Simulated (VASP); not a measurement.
# As (Fd-3m) in VASP: relaxation of cell and atoms with PBEsol

Aim: the relaxation of cell and atoms of As with PBEsol.

All numbers are computed with VASP 6.6.1; they aren't measurements. Logs are shortened: lines on timing, memory, paths and dates and some standing lists are left out, and cuts for length are marked.

**1. The cell of the first run**

It takes space group Fd-3m (No. 227, cubic). The conventional cell has a = 5.749 Å, b = 5.749 Å, c = 5.749 Å, α = 90.00°, β = 90.00°, γ = 90.00°. Within 3.3 Å of As (site symmetry -43m) lie 4 As at 2.49 Å.

This isn't the form of As at room conditions, which is rhombohedral.

**2. Relaxation of cell and atoms, PBEsol**

Contents of INCAR:

```
SYSTEM = As
PREC = Accurate
ENCUT = 510
EDIFF = 1E-7
ISMEAR = -1
SIGMA = 0.08
LREAL = .False.
LASPH = .True.
NELM = 120
ALGO = Normal
ISIF = 3
LWAVE = .False.
LCHARG = .False.
GGA = PS
IBRION = 2
NSW = 60
EDIFFG = -0.005
GGA_COMPAT = .False.
NELMIN = 4
```

Contents of KPOINTS:

```
Automatic mesh
0
Gamma
  11 11 11
  0 0 0
```

Contents of POSCAR:

```
As
1.0
    0.0000000000      2.8744485395      2.8744485395
    2.8744485395      0.0000000000      2.8744485395
    2.8744485395      2.8744485395      0.0000000000
As
2
Direct
   -0.1250000000     -0.1250000000     -0.1250000000
    0.1250000000      0.1250000000      0.1250000000
```

Potentials or basis: VASP PAW PBE potentials, release 64 (As_d).

Launch:

```bash
> cat potpaw_PBE.64/As_d/POTCAR > POTCAR
> mpirun -np 1 vasp_std > vasp.out
```

OUTCAR:

```text
SYSTEM = As
   PREC = Accurate
   ENCUT = 510
   EDIFF = 1E-7
   ISMEAR = -1
   LREAL = .False.
   LASPH = .True.
   NELM = 120
   ISIF = 3
   GGA = PS
   IBRION = 2
   NSW = 60
   EDIFFG = -0.005
   NELMIN = 4

 ion  position               nearest neighbor table
   1  0.875  0.875  0.875-   2 2.49   2 2.49   2 2.49   2 2.49
   2  0.125  0.125  0.125-   1 2.49   1 2.49   1 2.49   1 2.49

  LATTYP: Found a face centered cubic cell.
 ALAT       =     5.7488970790

  Lattice vectors:

 A1 = (   0.0000000000,   2.8744485395,   2.8744485395)
 A2 = (   2.8744485395,   0.0000000000,   2.8744485395)
 A3 = (   2.8744485395,   2.8744485395,   0.0000000000)

Analysis of symmetry for initial positions (statically):
=====================================================================
 Subroutine PRICEL returns:
 Original cell was already a primitive cell.

 Routine SETGRP: Setting up the symmetry group for a
 face centered cubic supercell.

 Subroutine GETGRP returns: Found 48 space group operations
 (whereof 12 operations were pure point group operations)
 out of a pool of 48 trial point group operations.

The static configuration has the point symmetry D_3d.
 The point group associated with its full space group is O_h .

Analysis of symmetry for dynamics (positions and initial velocities):
=====================================================================
 Subroutine PRICEL returns:
 Original cell was already a primitive cell.

 Routine SETGRP: Setting up the symmetry group for a
 face centered cubic supercell.

 Subroutine GETGRP returns: Found 48 space group operations
 (whereof 12 operations were pure point group operations)
 out of a pool of 48 trial point group operations.

The dynamic configuration has the point symmetry D_3d.
 The point group associated with its full space group is O_h .

 Subroutine INISYM returns: Found 48 space group operations
 (whereof 12 operations are pure point group operations),
 and found     1 'primitive' translations

----------------------------------------------------------------------------------------

                                     Primitive cell

  volume of cell :      47.5000

  direct lattice vectors                    reciprocal lattice vectors
     0.000000000  2.874448539  2.874448539    -0.173946409  0.173946409  0.173946409
     2.874448539  0.000000000  2.874448539     0.173946409 -0.173946409  0.173946409
     2.874448539  2.874448539  0.000000000     0.173946409  0.173946409 -0.173946409

  length of vectors
     4.065084109  4.065084109  4.065084109     0.301284017  0.301284017  0.301284017

  position of ions in fractional coordinates (direct lattice)
     0.875000000  0.875000000  0.875000000
     0.125000000  0.125000000  0.125000000

  ion indices of the primitive-cell ions
   primitive index   ion index
                 1           1
                 2           2

----------------------------------------------------------------------------------------

 KPOINTS: Automatic mesh

Automatic generation of k-mesh.
 Grid dimensions read from file:
 generate k-points for:   11   11   11

 Generating k-lattice:

  Cartesian coordinates                     Fractional coordinates (reciprocal lattice)
    -0.015813310  0.015813310  0.015813310     0.090909091  0.000000000  0.000000000
     0.015813310 -0.015813310  0.015813310     0.000000000  0.090909091  0.000000000
     0.015813310  0.015813310 -0.015813310     0.000000000  0.000000000  0.090909091

  Length of vectors
     0.027389456  0.027389456  0.027389456

  Shift w.r.t. Gamma in fractional coordinates (k-lattice)
     0.000000000  0.000000000  0.000000000

 Subroutine IBZKPT returns following result:
 ===========================================

 Found     56 irreducible k-points:

 Following reciprocal coordinates:
            Coordinates               Weight
  0.000000  0.000000  0.000000      1.000000
  0.090909  0.000000  0.000000      8.000000
  0.181818  0.000000  0.000000      8.000000
  0.272727  0.000000  0.000000      8.000000
  0.363636  0.000000  0.000000      8.000000
  0.454545  0.000000  0.000000      8.000000
[... 16 lines left out ...]
 -0.272727  0.181818  0.000000     24.000000
 -0.181818  0.181818  0.000000     12.000000
 [... further k-points ...]
   k-points           NKPTS =     56   k-points in BZ     NKDIM =     56   number of bands    NBANDS=     19
   number of dos      NEDOS =    301   number of ions     NIONS =      2
   total plane-waves  NPLWV =  27000
   dimension x,y,z NGX =    30 NGY =   30 NGZ =   30
   dimension x,y,z NGXF=    60 NGYF=   60 NGZF=   60
   ions per type =               2
   NGX,Y,Z   is equivalent  to a cutoff of  12.27, 12.27, 12.27 a.u.
   NGXF,Y,Z  is equivalent  to a cutoff of  24.54, 24.54, 24.54 a.u.
 SYSTEM =  As
   PREC   = accura    normal or accurate (medium, high low for compatibility)
   ISTART =      0    job   : 0-new  1-cont  2-samecut
   ICHARG =      2    charge: 1-file 2-atom 10-const
   ISPIN  =      1    spin polarized calculation?
   LNONCOLLINEAR =      F non collinear calculations
   LSORBIT =      F    spin-orbit coupling
   LASPH  =      T    aspherical Exc in radial PAW
   ENCUT  =  510.0 eV  37.48 Ry    6.12 a.u.   7.49  7.49  7.49*2*pi/ulx,y,z
   NELM   =    120;   NELMIN=  4; NELMDL= -5     # of ELM steps
   EDIFF  = 0.1E-06   stopping-criterion for ELM
   LREAL  =      F    real-space projection
   EDIFFG = -.5E-02   stopping-criterion for IOM
   NSW    =     60    number of steps for IOM
   IBRION =      2    ionic relax: 0-MD 1-quasi-New 2-CG
   NFREE  =      1    steps in history (QN), initial steepest desc. (CG)
   ISIF   =      3    stress and relaxation
   ISYM   =      2    0-nonsym 1-usesym 2-fastsym
   POTIM  = 0.5000    time-step for ionic-motion
   TEBEG  =    0.0;   TEEND  =   0.0 temperature during run
   PSTRESS=    0.0 pullay stress
   NELECT =      30.0000    total number of electrons
   NUPDOWN=      -1.0000    fix difference up-down
   EMIN   =  10.00;   EMAX   =-10.00  energy-range for DOS
   EFERMI =   0.00;   METHOD = LEGACY
   ISMEAR =    -1;   SIGMA  =   0.08  broadening in eV -4-tet -1-fermi 0-gaus
   EFERMI_NEDOS =   21; number of points for ismear=-14 and -15
   IALGO  =     38    algorithm
   IMIX   =      4    mixing-type and parameters
     AMIX     =   0.40;   BMIX     =  1.00
     AMIX_MAG =   1.60;   BMIX_MAG =  1.00
  volume/ion in A,a.u.               =      23.75       160.27
  Fermi-wavevector in a.u.,A,eV,Ry     =   1.404594  2.654297 26.842709  1.972883
  Thomas-Fermi vector in A             =   2.527140
   LORBIT       =      0    0 simple, 1 ext, 2 COOP (PROOUT), +10 PAW based schemes
   GGA     = PS    functional components
   LHFCALC =     F    Hartree Fock is set to
   AEXX    =    0.0000 exact exchange contribution
   IVDW    =     0    specifies the selected vdW correction
   LEPSILON=     F    determine dielectric tensor
   LRPA    =     F    only Hartree local field effects (RPA)
 conjugate gradient relaxation of ions
 non-spin polarized calculation
  energy-cutoff  :      510.00
  volume of cell :       47.50
 maximum number of plane-waves:      1267
 NGX is ok and might be reduce to    30
   NGX = 15   NGY = 15   NGZ = 15

--------------------------------------- Ionic step        1  -------------------------------------------

 number of electron      29.9999989 magnetization

 Free energy of the ion-electron system (eV)
  ---------------------------------------------------
  ext. energy  EPLUGINS =         0.00000000
  ---------------------------------------------------
  free energy    TOTEN  =        -9.33137369 eV

  energy without entropy =       -9.31352385  energy(sigma->0) =       -9.32244877

 E-fermi :   2.8770     XC(G=0): -10.1994

 val. band max:        2.8244482599   @ k =   0.2727   0.2727   0.0000
 cond. band min:       2.8934965127   @ k =   0.4545   0.3636   0.0909
 fundamental gap:      0.0690482528
 Fermi energy:         2.8769531055

 k-point     1 :       0.0000    0.0000    0.0000
  band No.  band energies     occupation
      1     -33.2606      2.00000
      2     -33.2606      2.00000
      3     -33.2606      2.00000
      4     -33.2374      2.00000
      5     -33.2374      2.00000
      6     -33.1509      2.00000
[... 11 lines left out ...]
     18       3.4310      0.00196
     19       7.7838      0.00000

 k-point     2 :       0.0909    0.0000    0.0000
  band No.  band energies     occupation
      1     -33.2622      2.00000
      2     -33.2622      2.00000
      3     -33.2598      2.00000
      4     -33.2352      2.00000
      5     -33.2352      2.00000
      6     -33.1549      2.00000
[... 11 lines left out ...]
     18       3.6681      0.00010
     19       8.2264      0.00000

 k-point     3 :       0.1818    0.0000    0.0000
  band No.  band energies     occupation
      1     -33.2654      2.00000
      2     -33.2654      2.00000
      3     -33.2577      2.00000
      4     -33.2305      2.00000
      5     -33.2305      2.00000
      6     -33.1603      2.00000
[... 588 lines left out ...]
  FORCE on cell =-STRESS in cart. coord.  units (eV):
  Direction    XX          YY          ZZ          XY          YZ          ZX
  --------------------------------------------------------------------------------------
  -------------------------------------------------------------------------------------
  Total       -0.0284543     -0.0284543     -0.0284543     -0.0000000      0.0000000      0.0000000
  in kB       -0.8405093     -0.8405093     -0.8405093     -0.0000000      0.0000000      0.0000000
  external PRESSURE =      -0.8405093 kB  Pullay stress =       0.0000000 kB

 VOLUME and BASIS-vectors are now :
 -----------------------------------------------------------------------------
  energy-cutoff  :      510.00
  volume of cell :       54.24
      direct lattice vectors                 reciprocal lattice vectors
     0.000000000  3.004428394  3.004428394    -0.166421007  0.166421007  0.166421007
     3.004428394  0.000000000  3.004428394     0.166421007 -0.166421007  0.166421007
     3.004428394  3.004428394 -0.000000000     0.166421007  0.166421007 -0.166421007

 POSITION                                       TOTAL-FORCE (eV/Angst)
 -----------------------------------------------------------------------------------
      5.25775      5.25775      5.25775         0.000000      0.000000      0.000000
      0.75111      0.75111      0.75111        -0.000000     -0.000000     -0.000000
 -----------------------------------------------------------------------------------
    total drift:                               -0.000000      0.000000      0.000000

  FREE ENERGIE OF THE ION-ELECTRON SYSTEM (eV)
  ---------------------------------------------------
  free  energy   TOTEN  =        -9.4931138842 eV

  energy  without entropy=       -9.4732876309  energy(sigma->0) =       -9.48320076

--------------------------------------- Ionic step        5  -------------------------------------------

 number of electron      29.9999960 magnetization

 Free energy of the ion-electron system (eV)
  ---------------------------------------------------
  ext. energy  EPLUGINS =         0.00000000
  ---------------------------------------------------
  free energy    TOTEN  =        -9.49314599 eV

  energy without entropy =       -9.47334365  energy(sigma->0) =       -9.48324482

 E-fermi :   1.8370     XC(G=0):  -9.5624

 val. band max:        1.8259193885   @ k =   0.2727   0.1818   0.0000
 cond. band min:       1.8452019212   @ k =   0.3636   0.2727   0.0909
 fundamental gap:      0.0192825327
 Fermi energy:         1.8369633169

 k-point     1 :       0.0000    0.0000    0.0000
  band No.  band energies     occupation
      1     -34.1036      2.00000
      2     -34.1036      2.00000
      3     -34.1036      2.00000
      4     -34.0878      2.00000
      5     -34.0878      2.00000
      6     -34.0321      2.00000
[... 11 lines left out ...]
     18       2.5181      0.00040
     19       6.6342      0.00000

 k-point     2 :       0.0909    0.0000    0.0000
  band No.  band energies     occupation
      1     -34.1046      2.00000
      2     -34.1046      2.00000
      3     -34.1031      2.00000
      4     -34.0865      2.00000
      5     -34.0865      2.00000
      6     -34.0343      2.00000
[... 11 lines left out ...]
     18       2.6953      0.00004
     19       7.0267      0.00000

 k-point     3 :       0.1818    0.0000    0.0000
  band No.  band energies     occupation
      1     -34.1067      2.00000
      2     -34.1067      2.00000
      3     -34.1016      2.00000
      4     -34.0834      2.00000
      5     -34.0834      2.00000
      6     -34.0377      2.00000
[... 482 lines left out ...]
  --------------------------------------------------------------------------------------
  -------------------------------------------------------------------------------------
  Total       -0.0001439     -0.0001439     -0.0001439     -0.0000000      0.0000000     -0.0000000
  in kB       -0.0042578     -0.0042578     -0.0042578     -0.0000000      0.0000000     -0.0000000
  external PRESSURE =      -0.0042578 kB  Pullay stress =       0.0000000 kB

 VOLUME and BASIS-vectors are now :
 -----------------------------------------------------------------------------
  energy-cutoff  :      510.00
  volume of cell :       54.13
      direct lattice vectors                 reciprocal lattice vectors
     0.000000000  3.002478058  3.002478058    -0.166529110  0.166529110  0.166529110
     3.002478058  0.000000000  3.002478058     0.166529110 -0.166529110  0.166529110
     3.002478058  3.002478058  0.000000000     0.166529110  0.166529110 -0.166529110

 POSITION                                       TOTAL-FORCE (eV/Angst)
 -----------------------------------------------------------------------------------
      5.25434      5.25434      5.25434         0.000000      0.000000      0.000000
      0.75062      0.75062      0.75062        -0.000000     -0.000000     -0.000000
 -----------------------------------------------------------------------------------
    total drift:                               -0.000000      0.000000      0.000000

  FREE ENERGIE OF THE ION-ELECTRON SYSTEM (eV)
  ---------------------------------------------------
  free  energy   TOTEN  =        -9.4931459899 eV

  energy  without entropy=       -9.4733436521  energy(sigma->0) =       -9.48324482

 reached required accuracy - stopping structural energy minimisation
```

Wall time 4.6 min (1 thread of Intel Xeon Platinum 8259CL at 2.50GHz (Skylake/Cascade Lake), shared host); peak memory 0.19 GiB.

What came out:

```yaml
Free_energy: -9.4931 eV
Relaxed_volume: 27.07 Å³/atom
Relaxed_cell: a = 4.246 Å, b = 4.246 Å, c = 4.246 Å, α = 60.00°, β = 60.00°, γ = 60.00°
Space_group_after_relaxing_to_0.1_Å: Fd-3m (No. 227)
Energy_gained_by_relaxing: 80.9 meV/atom
Ionic_steps: 5
Pressure_after_relaxing: 0.0 GPa
Band_gap_on_the_k_mesh: zero (bands 15 and 16 overlap by 1.20 eV)
```

Step by step:
```tsv
step	energy change (eV)	largest force (eV/Å)	pressure (GPa)	volume (Å³)
1	0.0000	0.0000	8.67	47.50
2	-0.1407	0.0000	-2.35	56.90
3	-0.1618	0.0000	0.08	54.10
4	-0.1617	0.0000	-0.08	54.24
5	-0.1618	0.0000	0.00	54.13
```

Final structure:
```
CELL_PARAMETERS angstrom
0.00000 3.00248 3.00248
3.00248 0.00000 3.00248
3.00248 3.00248 0.00000
ATOMIC_POSITIONS crystal
As 0.87500 0.87500 0.87500
As 0.12500 0.12500 0.12500
```

Levels at points of the mesh, in eV from the Fermi level:
```csv
k point,band 12,band 13,band 14,band 15,band 16,band 17,band 18,band 19
"(0.00, 0.00, 0.00)",-5.68,-2.11,-2.11,-2.11,0.68,0.68,0.68,4.80
```

Caveat: the PAW data sets were made with another functional, which shifts forces and pressure a little.
